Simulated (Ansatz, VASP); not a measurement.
**Re in VASP and in Ansatz**

```
CELL_PARAMETERS angstrom
2.62222 0.00000 0.00000
0.00000 2.62222 0.00000
0.00000 0.00000 2.62222
ATOMIC_POSITIONS crystal
Re 0.00000 0.00000 0.00000
```

Alike in both runs: task single point; functional revPBE; k mesh 14 × 14 × 14; occupations fermi-dirac, width 0.1 eV; no spin polarisation.

|  | VASP | Ansatz |
| --- | --- | --- |
| version | VASP 6.6.1 | Ansatz 0.2.0 |
| potentials or method | VASP PAW PBE potentials, release 64 (Re_sv_GW), cutoff 500 eV | plane waves (420 eV) with PAW, scalar-relativistic |
| valence electrons in the cell | 15 | 15 |

```csv
,VASP,Ansatz,Ansatz less VASP
pressure (GPa),-11.8,-9.6,+2.19
```

VASP's potentials were made for PBE, not for revPBE. The functional is the same, so the differences come from potentials, cutoffs and numerics.

Spin-orbit coupling is off throughout.
